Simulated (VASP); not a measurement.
# MgI2 (P1) in VASP: single point with r2SCAN

Aim: the single point of MgI2 with r2SCAN.

Program: VASP 6.6.1. These are calculated values, not measurements. Logs are shortened: lines on timing, memory, paths and dates and some standing lists are left out, and cuts for length are marked.

**1. The cell of the first run**

The typed cell holds 6 atoms: a = 7.032 Å, b = 4.214 Å, c = 8.234 Å, α = 105.08°, β = 65.23°, γ = 93.09°.

**2. Single point, r2SCAN**

Input file POSCAR:

```
MgI2
1.0
    6.1836820000      3.3473580000     -0.0897020000
   -2.2025670000      3.5921650000      0.0451210000
    4.0810970000     -0.1004990000      7.1502130000
Mg I
2 4
Direct
    0.0216510000      0.0296510000      0.0486680000
    0.4857890000      0.5588790000      0.9861090000
    0.0607570000      0.6102010000      0.2253090000
    0.5261300000      0.1711030000      0.2233700000
    0.4832180000      0.8635690000      0.7662200000
    0.9809600000      0.3672810000      0.7421970000
```

Input file INCAR.step1:

```
  PREC = Accurate
  ENCUT = 660
  ISMEAR = 1
  SIGMA = 0.1158
  LREAL = F
  LASPH = T
  NELM = 120
  NBANDS = 25
  GGA = PE
  ALGO = Normal
  EDIFF = 1E-5
  LWAVE = T
  LCHARG = F
  GGA_COMPAT = F
```

Input file INCAR.step2:

```
  PREC = Accurate
  ENCUT = 660
  EDIFF = 1E-6
  ISMEAR = 1
  SIGMA = 0.1158
  LREAL = F
  LASPH = T
  NELM = 120
  ALGO = Normal
  ISIF = 2
  LWAVE = F
  LCHARG = F
  METAGGA = R2SCAN
  LMIXTAU = T
  NBANDS = 25
  ISTART = 1
  GGA_COMPAT = F
```

Input file KPOINTS:

```
Automatic mesh
0
Gamma
  3 5 3
  0 0 0.5
```

Potentials or basis: VASP PAW PBE potentials, release 64 (Mg, I).

The run is started by

```bash
$ cat potpaw_PBE.64/Mg/POTCAR potpaw_PBE.64/I/POTCAR > POTCAR
$ cp INCAR.step1 INCAR
$ mpirun -np 1 vasp_std > vasp.out
$ cp INCAR.step2 INCAR
$ mpirun -np 1 vasp_std > vasp.out
```

OUTCAR:

```text
PREC = Accurate
   ENCUT = 660
   EDIFF = 1E-6
   ISMEAR = 1
   LREAL = F
   LASPH = T
   NELM = 120
   ISIF = 2
   METAGGA = R2SCAN
   ISTART = 1

 ion  position               nearest neighbor table
   1  0.022  0.030  0.049-   3 2.57   3 2.65   5 3.08   4 3.19   6 3.32   6 3.33
   2  0.486  0.559  0.986-   5 2.48   3 2.79   4 2.88   4 2.96   5 3.02   6 3.23
   3  0.061  0.610  0.225-   1 2.57   1 2.65   2 2.79
   4  0.526  0.171  0.223-   2 2.88   2 2.96   1 3.19
   5  0.483  0.864  0.766-   2 2.48   2 3.02   1 3.08
   6  0.981  0.367  0.742-   2 3.23   1 3.32   1 3.33

  LATTYP: Found a triclinic cell.
 ALAT       =     4.2139039715
 B/A-ratio  =     2.4154639068
 C/A-ratio  =     1.8985993181
 COS(alpha) =     0.0113723440
 COS(beta)  =     0.4792523516
 COS(gamma) =     0.6244674970

  Lattice vectors:

 A1 = (   2.2025670000,  -3.5921650000,  -0.0451210000)
 A2 = (   6.2836640000,  -3.6926640000,   7.1050920000)
 A3 = (  -3.9811150000,  -6.9395230000,   0.0445810000)

Analysis of symmetry for initial positions (statically):
=====================================================================
 Subroutine PRICEL returns:
 Original cell was already a primitive cell.

 Routine SETGRP: Setting up the symmetry group for a
 triclinic supercell.

 Subroutine GETGRP returns: Found  1 space group operations
 (whereof  1 operations were pure point group operations)
 out of a pool of  2 trial point group operations.

The static configuration has the point symmetry C_1 .

Analysis of symmetry for dynamics (positions and initial velocities):
=====================================================================
 Subroutine PRICEL returns:
 Original cell was already a primitive cell.

 Routine SETGRP: Setting up the symmetry group for a
 triclinic supercell.

 Subroutine GETGRP returns: Found  1 space group operations
 (whereof  1 operations were pure point group operations)
 out of a pool of  2 trial point group operations.

The dynamic configuration has the point symmetry C_1 .

 Subroutine INISYM returns: Found  1 space group operations
 (whereof  1 operations are pure point group operations),
 and found     1 'primitive' translations

----------------------------------------------------------------------------------------

                                     Primitive cell

  volume of cell :     213.4829

  direct lattice vectors                    reciprocal lattice vectors
     6.183682000  3.347358000 -0.089702000     0.120334160  0.074633472 -0.067633620
    -2.202567000  3.592165000  0.045121000    -0.112071333  0.208825795  0.066901611
     4.081097000 -0.100499000  7.150213000     0.002216855 -0.000381479  0.138585307

  length of vectors
     7.032124509  4.213903972  8.233528935     0.156922821  0.246260070  0.138603561

  position of ions in fractional coordinates (direct lattice)
     0.021651000  0.029651000  0.048668000
     0.485789000  0.558879000  0.986109000
     0.060757000  0.610201000  0.225309000
     0.526130000  0.171103000  0.223370000
     0.483218000  0.863569000  0.766220000
     0.980960000  0.367281000  0.742197000

  ion indices of the primitive-cell ions
   primitive index   ion index
                 1           1
                 2           2
                 3           3
                 4           4
                 5           5
                 6           6

----------------------------------------------------------------------------------------

 KPOINTS: Automatic mesh

Automatic generation of k-mesh.
 Grid dimensions read from file:
 generate k-points for:    3    5    3

 Generating k-lattice:

  Cartesian coordinates                     Fractional coordinates (reciprocal lattice)
     0.040111387  0.024877824 -0.022544540     0.333333333  0.000000000  0.000000000
    -0.022414267  0.041765159  0.013380322    -0.000000000  0.200000000 -0.000000000
     0.000738952 -0.000127160  0.046195102     0.000000000  0.000000000  0.333333333

  Length of vectors
     0.052307607  0.049252014  0.046201187

  Shift w.r.t. Gamma in fractional coordinates (k-lattice)
     0.000000000  0.000000000  0.500000000

 Subroutine IBZKPT returns following result:
 ===========================================

 Found     23 irreducible k-points:

 Following reciprocal coordinates:
            Coordinates               Weight
  0.000000  0.000000  0.166667      2.000000
  0.333333 -0.000000  0.166667      2.000000
 -0.333333 -0.000000  0.166667      2.000000
  0.000000  0.200000  0.166667      2.000000
  0.333333  0.200000  0.166667      2.000000
 -0.333333  0.200000  0.166667      2.000000
[... 15 lines left out ...]
  0.333333  0.400000  0.500000      2.000000
 -0.333333  0.400000  0.500000      2.000000
   k-points           NKPTS =     23   k-points in BZ     NKDIM =     23   number of bands    NBANDS=     25
   number of dos      NEDOS =    301   number of ions     NIONS =      6
   total plane-waves  NPLWV = 151200
   dimension x,y,z NGX =    60 NGY =   36 NGZ =   70
   dimension x,y,z NGXF=   120 NGYF=   72 NGZF=  140
   ions per type =               2   4
   NGX,Y,Z   is equivalent  to a cutoff of  14.18, 14.20, 14.13 a.u.
   NGXF,Y,Z  is equivalent  to a cutoff of  28.37, 28.41, 28.27 a.u.
 SYSTEM =  unknown system
   PREC   = accura    normal or accurate (medium, high low for compatibility)
   ISTART =      1    job   : 0-new  1-cont  2-samecut
   ICHARG =      0    charge: 1-file 2-atom 10-const
   ISPIN  =      1    spin polarized calculation?
   LNONCOLLINEAR =      F non collinear calculations
   LSORBIT =      F    spin-orbit coupling
   LASPH  =      T    aspherical Exc in radial PAW
   ENCUT  =  660.0 eV  48.51 Ry    6.96 a.u.  14.73  8.83 17.25*2*pi/ulx,y,z
   NELM   =    120;   NELMIN=  2; NELMDL=  0     # of ELM steps
   EDIFF  = 0.1E-05   stopping-criterion for ELM
   LREAL  =      F    real-space projection
   EDIFFG = 0.1E-04   stopping-criterion for IOM
   NSW    =      0    number of steps for IOM
   IBRION =     -1    ionic relax: 0-MD 1-quasi-New 2-CG
   NFREE  =      0    steps in history (QN), initial steepest desc. (CG)
   ISIF   =      2    stress and relaxation
   ISYM   =      2    0-nonsym 1-usesym 2-fastsym
   POTIM  = 0.5000    time-step for ionic-motion
   TEBEG  =    0.0;   TEEND  =   0.0 temperature during run
   PSTRESS=    0.0 pullay stress
   NELECT =      32.0000    total number of electrons
   NUPDOWN=      -1.0000    fix difference up-down
   EMIN   =  10.00;   EMAX   =-10.00  energy-range for DOS
   EFERMI =   0.00;   METHOD = LEGACY
   ISMEAR =     1;   SIGMA  =   0.12  broadening in eV -4-tet -1-fermi 0-gaus
   EFERMI_NEDOS =   21; number of points for ismear=-14 and -15
   IALGO  =     38    algorithm
   IMIX   =      4    mixing-type and parameters
     AMIX     =   0.40;   BMIX     =  1.00
     AMIX_MAG =   1.60;   BMIX_MAG =  1.00
  volume/ion in A,a.u.               =      35.58       240.11
  Fermi-wavevector in a.u.,A,eV,Ry     =   0.869635  1.643372 10.289618  0.756266
  Thomas-Fermi vector in A             =   1.988486
   LORBIT       =      0    0 simple, 1 ext, 2 COOP (PROOUT), +10 PAW based schemes
   METAGGA = R2SCAN    functional components
   LHFCALC =     F    Hartree Fock is set to
   AEXX    =    0.0000 exact exchange contribution
   IVDW    =     0    specifies the selected vdW correction
   LEPSILON=     F    determine dielectric tensor
   LRPA    =     F    only Hartree local field effects (RPA)
 non-spin polarized calculation
 Methfessel and Paxton  Order N= 1 SIGMA  =   0.12
  energy-cutoff  :      660.00
  volume of cell :      213.48
 maximum number of plane-waves:      8237
   NGX = 29   NGY = 17   NGZ = 35

 number of electron      31.9999999 magnetization

 Free energy of the ion-electron system (eV)
  ---------------------------------------------------
  ext. energy  EPLUGINS =         0.00000000
  ---------------------------------------------------
  free energy    TOTEN  =      -112.49929820 eV

  energy without entropy =     -112.49989123  energy(sigma->0) =     -112.49949588

 E-fermi :   2.5963     XC(G=0):  -8.3380

 val. band max:        2.5042422198   @ k =   0.0000   0.0000   0.1667
 cond. band min:       5.3169213997   @ k =   0.0000   0.0000   0.1667
 fundamental gap:      2.8126791799
 Fermi energy:         2.5962925814

 k-point     1 :       0.0000    0.0000    0.1667
  band No.  band energies     occupation
      1     -11.5167      2.00000
      2     -10.4285      2.00000
      3      -9.8663      2.00000
      4      -8.9288      2.00000
      5      -2.3333      2.00000
      6      -1.9372      2.00000
[... 17 lines left out ...]
     24       9.1812      0.00000
     25       9.3209      0.00000

 k-point     2 :       0.3333   -0.0000    0.1667
  band No.  band energies     occupation
      1     -11.4806      2.00000
      2     -10.4312      2.00000
      3      -9.9128      2.00000
      4      -8.9710      2.00000
      5      -2.0715      2.00000
      6      -1.6594      2.00000
[... 17 lines left out ...]
     24       9.3469      0.00000
     25       9.6231      0.00000

 k-point     3 :      -0.3333   -0.0000    0.1667
  band No.  band energies     occupation
      1     -11.4705      2.00000
      2     -10.4488      2.00000
      3      -9.9085      2.00000
      4      -8.9780      2.00000
      5      -1.8900      2.00000
      6      -1.5852      2.00000
[... 524 lines left out ...]
 k-point    22 :       0.3333    0.4000    0.5000
  band No.  band energies     occupation
      1     -11.1866      2.00000
      2     -10.2322      2.00000
      3      -9.7177      2.00000
      4      -8.8002      2.00000
      5      -2.8254      2.00000
      6      -2.1632      2.00000
[... 17 lines left out ...]
     24       9.4951      0.00000
     25       9.9792      0.00000

 k-point    23 :      -0.3333    0.4000    0.5000
  band No.  band energies     occupation
      1     -11.1946      2.00000
      2     -10.2254      2.00000
      3      -9.7139      2.00000
      4      -8.7924      2.00000
      5      -2.8348      2.00000
      6      -2.2037      2.00000
[... 17 lines left out ...]
     24       9.3921      0.00000
     25       9.9177      0.00000

------------------------ aborting loop because EDIFF is reached ----------------------------------------

  FORCE on cell =-STRESS in cart. coord.  units (eV):
  Direction    XX          YY          ZZ          XY          YZ          ZX
  --------------------------------------------------------------------------------------
  -------------------------------------------------------------------------------------
  Total        2.6364413      5.1607858      2.4635189     -0.6416300     -0.6604354      3.1427346
  in kB       19.7863501     38.7314203     18.4885774     -4.8153990     -4.9565319     23.5860541
  external PRESSURE =      25.6687826 kB  Pullay stress =       0.0000000 kB

 VOLUME and BASIS-vectors are now :
 -----------------------------------------------------------------------------
  energy-cutoff  :      660.00
  volume of cell :      213.48
      direct lattice vectors                 reciprocal lattice vectors
     6.183682000  3.347358000 -0.089702000     0.120334160  0.074633472 -0.067633620
    -2.202567000  3.592165000  0.045121000    -0.112071333  0.208825795  0.066901611
     4.081097000 -0.100499000  7.150213000     0.002216855 -0.000381479  0.138585307

 POSITION                                       TOTAL-FORCE (eV/Angst)
 -----------------------------------------------------------------------------------
      0.26719      0.17409      0.34738        -1.178443     -1.116783     -2.047382
      5.79740      3.53459      7.03253         2.193110     -0.396276      0.614815
     -0.04880      2.37267      1.63309        -0.004659      0.442107      1.575942
      3.78815      2.35333      1.55767         0.732016      0.270241      0.188207
      4.21302      4.64258      5.47426        -1.771524      0.635491     -1.194356
      8.28596      4.52837      5.23544         0.029500      0.165220      0.862773
 -----------------------------------------------------------------------------------
    total drift:                               -0.000481     -0.000291      0.000146

  FREE ENERGIE OF THE ION-ELECTRON SYSTEM (eV)
  ---------------------------------------------------
  free  energy   TOTEN  =      -112.4992982011 eV

  energy  without entropy=     -112.4998912259  energy(sigma->0) =     -112.49949588
```

Run time: 8.8 min. Hardware: 1 thread of Intel Xeon Platinum 8375C at 2.90GHz (Ice Lake), shared host; peak memory 0.49 GiB.

Results:

```
Free energy            : -112.4993 eV
Pressure               : 2.6 GPa
Largest force          : 2.613 eV/Å
Band gap on the k mesh : 2.81 eV
```

Forces on the atoms (eV/Å):
```
Mg  -1.178 -1.117 -2.047
Mg   2.193 -0.396  0.615
I   -0.005  0.442  1.576
I    0.732  0.270  0.188
I   -1.772  0.635 -1.194
I    0.029  0.165  0.863
```

Stress tensor (GPa, compression positive):
```
 1.98 -0.48  2.36
-0.48  3.87 -0.50
 2.36 -0.50  1.85
```

Levels at points of the mesh, in eV from the valence-band top:
```tsv
k point	band 13	band 14	band 15	band 16	band 17	band 18	band 19	band 20
(0.00, 0.00, 0.50)	-1.34	-1.22	-0.32	-0.01	2.90	4.00	4.62	4.69
```

Caveat: the PAW data sets were made with another functional, which shifts forces and pressure a little; spin-orbit coupling is left out, which moves the levels of the heavy elements; a shifted mesh leaves out Γ, where band edges can lie.
